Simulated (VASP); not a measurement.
# NbH (Immm) in VASP: a series of runs

Runs on NbH. Level: PBEsol. Tasks: single point.

Program: VASP 6.6.1. These are calculated values, not measurements. Logs are shortened: lines on timing, memory, paths and dates and some standing lists are left out, and cuts for length are marked.

## (1) The cell of the first run

Symmetry: Immm, No. 71, orthorhombic system. Conventional cell: a = 3.162 Å, b = 3.241 Å, c = 3.883 Å, α = 90.00°, β = 90.00°, γ = 90.00°. Within 2.6 Å of Nb (site symmetry mmm) lie 6 H at 1.94 to 2.26 Å. Within 2.6 Å of H (site symmetry mmm) lie 6 Nb at 1.94 to 2.26 Å.

## (2) Single point, PBEsol (uniaxial strain along a: +2.0 %)

The input, INCAR:

```
PREC = Accurate
ENCUT = 520
EDIFF = 1E-6
ISMEAR = 0
SIGMA = 0.1
LREAL = False
LASPH = True
NELM = 80
ALGO = Normal
ISIF = 2
LWAVE = False
LCHARG = False
GGA = PS
NBANDS = 22
```

The input, KPOINTS:

```
Automatic mesh
0
Gamma
  14 14 12
```

The input, POSCAR:

```
NbH
1.0
    3.2412082449      0.0000000000      0.0000000000
    0.0000000000      3.1617668663      0.0000000000
    0.0000000000      0.0000000000      3.8833209279
Nb H
2 2
Direct
    0.0000000000      0.0000000000      0.0000000000
    0.5000000000      0.5000000000      0.5000000000
    0.0000000000      0.0000000000      0.5000000000
    0.5000000000      0.5000000000      0.0000000000
```

Potentials or basis: VASP PAW PBE potentials, release 64 (Nb_sv, H).

Launch:

```
$ cat potpaw_PBE.64/Nb_sv/POTCAR potpaw_PBE.64/H/POTCAR > POTCAR
$ mpirun -np 1 vasp_std > vasp.out
```

OUTCAR:

```text
PREC = Accurate
   ENCUT = 520
   EDIFF = 1E-6
   ISMEAR = 0
   LREAL = False
   LASPH = True
   NELM = 80
   ISIF = 2
   GGA = PS

 ion  position               nearest neighbor table
   1  0.000  0.000  0.000-   3 1.94   3 1.94   2 2.98   2 2.98   2 2.98   2 2.98   2 2.98   2 2.98
                             2 2.98   2 2.98
   2  0.500  0.500  0.500-   4 1.94   4 1.94   1 2.98   1 2.98   1 2.98   1 2.98   1 2.98   1 2.98
                             1 2.98   1 2.98
   3  0.000  0.000  0.500-   1 1.94   1 1.94
   4  0.500  0.500  0.000-   2 1.94   2 1.94

  LATTYP: Found a simple orthorhombic cell.
 ALAT       =     3.1617668663
 B/A-ratio  =     1.0251256282
 C/A-ratio  =     1.2282122915

  Lattice vectors:

 A1 = (   0.0000000000,  -3.1617668663,   0.0000000000)
 A2 = (   3.2412082449,   0.0000000000,   0.0000000000)
 A3 = (   0.0000000000,   0.0000000000,   3.8833209279)

Analysis of symmetry for initial positions (statically):
=====================================================================
 Subroutine PRICEL returns following result:

  LATTYP: Found a body centered orthorhombic cell.
 ALAT       =     3.1617668663
 B/A-ratio  =     1.0251256282
 C/A-ratio  =     1.2282122915

  Lattice vectors:

 A1 = (  -1.6206041225,   1.5808834332,  -1.9416604639)
 A2 = (   1.6206041225,  -1.5808834332,  -1.9416604640)
 A3 = (  -1.6206041225,  -1.5808834331,   1.9416604639)

   2 primitive cells build up your supercell.

 Routine SETGRP: Setting up the symmetry group for a
 simple orthorhombic supercell.

 Subroutine GETGRP returns: Found  8 space group operations
 (whereof  8 operations were pure point group operations)
 out of a pool of  8 trial point group operations.

The static configuration has the point symmetry D_2h.

Analysis of symmetry for dynamics (positions and initial velocities):
=====================================================================
 Subroutine PRICEL returns following result:

  LATTYP: Found a body centered orthorhombic cell.
 ALAT       =     3.1617668663
 B/A-ratio  =     1.0251256282
 C/A-ratio  =     1.2282122915

  Lattice vectors:

 A1 = (  -1.6206041225,   1.5808834332,  -1.9416604639)
 A2 = (   1.6206041225,  -1.5808834332,  -1.9416604640)
 A3 = (  -1.6206041225,  -1.5808834331,   1.9416604639)

   2 primitive cells build up your supercell.

 Routine SETGRP: Setting up the symmetry group for a
 simple orthorhombic supercell.

 Subroutine GETGRP returns: Found  8 space group operations
 (whereof  8 operations were pure point group operations)
 out of a pool of  8 trial point group operations.

The dynamic configuration has the point symmetry D_2h.

 Subroutine INISYM returns: Found  8 space group operations
 (whereof  8 operations are pure point group operations),
 and found     2 'primitive' translations

----------------------------------------------------------------------------------------

                                     Primitive cell

  volume of cell :      19.8980

  direct lattice vectors                    reciprocal lattice vectors
    -1.620604122  1.580883433 -1.941660464    -0.308526921  0.000000000 -0.257511552
     1.620604122 -1.580883433 -1.941660464    -0.000000000 -0.316278854 -0.257511552
    -1.620604122 -1.580883433  1.941660464    -0.308526921 -0.316278854  0.000000000

  length of vectors
     2.982548492  2.982548492  2.982548492     0.401871945  0.407853543  0.441838403

  position of ions in fractional coordinates (direct lattice)
     0.000000000  0.000000000  0.000000000
     0.500000000  0.500000000  0.000000000

  ion indices of the primitive-cell ions
   primitive index   ion index
                 1           1
                 2           3

----------------------------------------------------------------------------------------

 KPOINTS: Automatic mesh

Automatic generation of k-mesh.
 Grid dimensions read from file:
 generate k-points for:   14   14   12

 Generating k-lattice:

  Cartesian coordinates                     Fractional coordinates (reciprocal lattice)
     0.022037637  0.000000000  0.000000000     0.071428571  0.000000000  0.000000000
     0.000000000  0.022591347  0.000000000     0.000000000  0.071428571  0.000000000
     0.000000000  0.000000000  0.021459296     0.000000000  0.000000000  0.083333333

  Length of vectors
     0.022037637  0.022591347  0.021459296

  Shift w.r.t. Gamma in fractional coordinates (k-lattice)
     0.000000000  0.000000000  0.000000000

 Subroutine IBZKPT returns following result:
 ===========================================

 Found    448 irreducible k-points:

 Following reciprocal coordinates:
            Coordinates               Weight
  0.000000  0.000000  0.000000      1.000000
  0.071429  0.000000  0.000000      2.000000
  0.142857  0.000000  0.000000      2.000000
  0.214286  0.000000  0.000000      2.000000
  0.285714  0.000000  0.000000      2.000000
  0.357143  0.000000  0.000000      2.000000
[... 16 lines left out ...]
  0.428571  0.142857  0.000000      4.000000
  0.500000  0.142857  0.000000      2.000000
 [... further k-points ...]
   k-points           NKPTS =    448   k-points in BZ     NKDIM =    448   number of bands    NBANDS=     22
   number of dos      NEDOS =    301   number of ions     NIONS =      4
   total plane-waves  NPLWV =  17280
   dimension x,y,z NGX =    24 NGY =   24 NGZ =   30
   dimension x,y,z NGXF=    48 NGYF=   48 NGZF=   60
   ions per type =               2   2
   NGX,Y,Z   is equivalent  to a cutoff of  12.31, 12.62, 12.84 a.u.
   NGXF,Y,Z  is equivalent  to a cutoff of  24.62, 25.24, 25.69 a.u.
 SYSTEM =  unknown system
   PREC   = accura    normal or accurate (medium, high low for compatibility)
   ISTART =      0    job   : 0-new  1-cont  2-samecut
   ICHARG =      2    charge: 1-file 2-atom 10-const
   ISPIN  =      1    spin polarized calculation?
   LNONCOLLINEAR =      F non collinear calculations
   LSORBIT =      F    spin-orbit coupling
   LASPH  =      T    aspherical Exc in radial PAW
   ENCUT  =  520.0 eV  38.22 Ry    6.18 a.u.   6.03  5.88  7.22*2*pi/ulx,y,z
   NELM   =     80;   NELMIN=  2; NELMDL= -5     # of ELM steps
   EDIFF  = 0.1E-05   stopping-criterion for ELM
   LREAL  =      F    real-space projection
   EDIFFG = 0.1E-04   stopping-criterion for IOM
   NSW    =      0    number of steps for IOM
   IBRION =     -1    ionic relax: 0-MD 1-quasi-New 2-CG
   NFREE  =      0    steps in history (QN), initial steepest desc. (CG)
   ISIF   =      2    stress and relaxation
   ISYM   =      2    0-nonsym 1-usesym 2-fastsym
   POTIM  = 0.5000    time-step for ionic-motion
   TEBEG  =    0.0;   TEEND  =   0.0 temperature during run
   PSTRESS=    0.0 pullay stress
   NELECT =      28.0000    total number of electrons
   NUPDOWN=      -1.0000    fix difference up-down
   EMIN   =  10.00;   EMAX   =-10.00  energy-range for DOS
   EFERMI =   0.00;   METHOD = LEGACY
   ISMEAR =     0;   SIGMA  =   0.10  broadening in eV -4-tet -1-fermi 0-gaus
   EFERMI_NEDOS =   21; number of points for ismear=-14 and -15
   IALGO  =     38    algorithm
   IMIX   =      4    mixing-type and parameters
     AMIX     =   0.40;   BMIX     =  1.00
     AMIX_MAG =   1.60;   BMIX_MAG =  1.00
  volume/ion in A,a.u.               =       9.95        67.14
  Fermi-wavevector in a.u.,A,eV,Ry     =   1.456065  2.751564 28.846063  2.120126
  Thomas-Fermi vector in A             =   2.573027
   LORBIT       =      0    0 simple, 1 ext, 2 COOP (PROOUT), +10 PAW based schemes
   GGA     = PS    functional components
   LHFCALC =     F    Hartree Fock is set to
   AEXX    =    0.0000 exact exchange contribution
   IVDW    =     0    specifies the selected vdW correction
   LEPSILON=     F    determine dielectric tensor
   LRPA    =     F    only Hartree local field effects (RPA)
 non-spin polarized calculation
 Gauss-broadening in eV      SIGMA  =   0.10
  energy-cutoff  :      520.00
  volume of cell :       39.80
 maximum number of plane-waves:      1096
   NGX = 13   NGY = 11   NGZ = 15

 number of electron      27.9999999 magnetization

 Free energy of the ion-electron system (eV)
  ---------------------------------------------------
  ext. energy  EPLUGINS =         0.00000000
  ---------------------------------------------------
  free energy    TOTEN  =       -29.27183996 eV

  energy without entropy =      -29.26099484  energy(sigma->0) =      -29.26641740

 E-fermi :  11.3568     XC(G=0): -12.6696

 val. band max:       11.3552357400   @ k =   0.0000   0.2143   0.2500
 cond. band min:      11.3583531939   @ k =   0.0000   0.2857   0.1667
 fundamental gap:      0.0031174539
 Fermi energy:        11.3568307996

 k-point     1 :       0.0000    0.0000    0.0000
  band No.  band energies     occupation
      1     -43.7160      2.00000
      2     -43.4456      2.00000
      3     -20.2322      2.00000
      4     -19.8180      2.00000
      5     -19.7379      2.00000
      6     -19.3031      2.00000
[... 14 lines left out ...]
     21      18.6753      0.00000
     22      19.2556      0.00000

 k-point     2 :       0.0714    0.0000    0.0000
  band No.  band energies     occupation
      1     -43.7115      2.00000
      2     -43.4478      2.00000
      3     -20.2198      2.00000
      4     -19.8274      2.00000
      5     -19.7301      2.00000
      6     -19.3138      2.00000
[... 14 lines left out ...]
     21      18.1328      0.00000
     22      19.6947      0.00000

 k-point     3 :       0.1429    0.0000    0.0000
  band No.  band energies     occupation
      1     -43.6982      2.00000
      2     -43.4544      2.00000
      3     -20.1833      2.00000
      4     -19.8526      2.00000
      5     -19.7074      2.00000
      6     -19.3466      2.00000
[... 14 lines left out ...]
     21      18.1275      0.00000
     22      20.7550      0.00000
[... 476 lines left out ...]
 k-point    23 :       0.4286    0.1429    0.0000
  band No.  band energies     occupation
      1     -43.5789      2.00000
      2     -43.5244      2.00000
      3     -19.9713      2.00000
      4     -19.8667      2.00000
      5     -19.8370      2.00000
      6     -19.6496      2.00000
[... 14 lines left out ...]
     21      21.0334      0.00000
     22      21.3558      0.00000

 k-point    24 :       0.5000    0.1429    0.0000
  band No.  band energies     occupation
      1     -43.5505      2.00000
      2     -43.5505      2.00000
      3     -19.9351      2.00000
      4     -19.9351      2.00000
      5     -19.7423      2.00000
      6     -19.7423      2.00000
[... 14 lines left out ...]
     21      21.2162      0.00000
     22      21.2163      0.00000

 [... further k-points ...]
[... 5 lines left out ...]
  --------------------------------------------------------------------------------------
  -------------------------------------------------------------------------------------
  Total       -1.1575385     -0.2198720     -0.2819938      0.0000000      0.0000000      0.0000000
  in kB      -46.6021525     -8.8519795    -11.3529874      0.0000000      0.0000000      0.0000000
  external PRESSURE =     -22.2690398 kB  Pullay stress =       0.0000000 kB

 VOLUME and BASIS-vectors are now :
 -----------------------------------------------------------------------------
  energy-cutoff  :      520.00
  volume of cell :       39.80
      direct lattice vectors                 reciprocal lattice vectors
     3.241208245  0.000000000  0.000000000     0.308526921  0.000000000  0.000000000
     0.000000000  3.161766866  0.000000000     0.000000000  0.316278854  0.000000000
     0.000000000  0.000000000  3.883320928     0.000000000  0.000000000  0.257511552

 POSITION                                       TOTAL-FORCE (eV/Angst)
 -----------------------------------------------------------------------------------
      0.00000      0.00000      0.00000        -0.000000      0.000000      0.000000
      1.62060      1.58088      1.94166         0.000000     -0.000000     -0.000000
      0.00000      0.00000      1.94166        -0.000000      0.000000      0.000000
      1.62060      1.58088      0.00000        -0.000000      0.000000      0.000000
 -----------------------------------------------------------------------------------
    total drift:                                0.000000      0.000000     -0.000000

  FREE ENERGIE OF THE ION-ELECTRON SYSTEM (eV)
  ---------------------------------------------------
  free  energy   TOTEN  =       -29.2718399605 eV

  energy  without entropy=      -29.2609948368  energy(sigma->0) =      -29.26641740
```

Run time: 2 min. Hardware: 1 thread of Intel Xeon Platinum 8559C (Emerald Rapids), shared host; peak memory 0.41 GiB.

Results:

| Quantity | Value |
| --- | --- |
| Free energy | -29.2718 eV |
| Pressure | -2.2 GPa |
| Band gap on the k mesh | zero (bands 14 and 15 overlap by 1.83 eV) |

Stress tensor (GPa, compression positive):
```
-4.66  0.00  0.00
 0.00 -0.89  0.00
 0.00  0.00 -1.14
```

Caveat: the cell differs from its parent crystal (uniaxial strain along a: +2.0 %); the PAW data sets were made with another functional, which shifts forces and pressure a little.

## (3) Single point, PBEsol (uniaxial strain along a: +4.0 %, then relaxed in part)

The input, INCAR:

```
PREC = Accurate ; ENCUT = 520
EDIFF = 1E-7 ; ISMEAR = 0
SIGMA = 0.1 ; LREAL = False
LASPH = True ; NELM = 60
ALGO = Normal ; ISIF = 2
LWAVE = False ; LCHARG = False
GGA = PS ; NBANDS = 22
```

The input, KPOINTS:

```
regular mesh
0
Gamma
  14 14 12
```

The input, POSCAR:

```
NbH
1.0
    3.3047613477      0.0000000000      0.0000000000
    0.0000000000      3.1471607332      0.0000000000
    0.0000000000      0.0000000000      3.8555065016
Nb H
2 2
Direct
    0.0000000000      0.0000000000      0.0000000000
    0.5000000000      0.5000000000      0.5000000000
    0.0000000000      0.0000000000      0.5000000000
    0.5000000000      0.5000000000      0.0000000000
```

Potentials or basis: VASP PAW PBE potentials, release 64 (Nb_sv, H).

Launch:

```
$ cat potpaw_PBE.64/Nb_sv/POTCAR potpaw_PBE.64/H/POTCAR > POTCAR
$ mpirun -np 1 vasp_std > vasp.out
```

Run time: 2.5 min. Hardware: 1 thread of Intel Xeon Platinum 8559C (Emerald Rapids), shared host; peak memory 0.42 GiB.

It converged, with:

| Property | Result |
| --- | --- |
| Free energy | -29.2409 eV |
| Pressure | -3.3 GPa |
| Band gap on the k mesh | zero (bands 14 and 15 overlap by 1.77 eV) |

Stress tensor (GPa, compression positive):
```
-9.28  0.00  0.00
 0.00 -0.37  0.00
 0.00  0.00 -0.39
```

Levels at points of the mesh, in eV from the Fermi level:
```tsv
k point	band 12	band 13	band 14	band 15	band 16	band 17
(0.00, 0.00, 0.00)	-1.14	-0.53	0.66	0.68	1.66	3.76
(0.50, 0.00, 0.00)	-2.75	-1.00	-1.00	0.26	0.26	1.50
(0.00, 0.50, 0.00)	-2.55	-1.12	-1.12	-0.37	-0.37	1.19
(0.50, 0.50, 0.00)	-3.33	1.13	1.13	2.69	2.69	3.66
(0.00, 0.00, 0.50)	-2.07	0.19	0.19	0.53	0.53	0.66
(0.50, 0.00, 0.50)	-4.54	-1.57	-1.57	-0.09	-0.09	2.67
(0.00, 0.50, 0.50)	-4.56	-2.18	-2.18	0.16	0.16	3.42
(0.50, 0.50, 0.50)	-2.13	-1.84	-1.84	1.10	1.10	3.53
```

Caveat: the cell differs from its parent crystal (uniaxial strain along a: +4.0 %, then relaxed in part); the stress differs along the axes, from -9 to -0 GPa; the PAW data sets were made with another functional, which shifts forces and pressure a little.

[end of part 1 of 2]
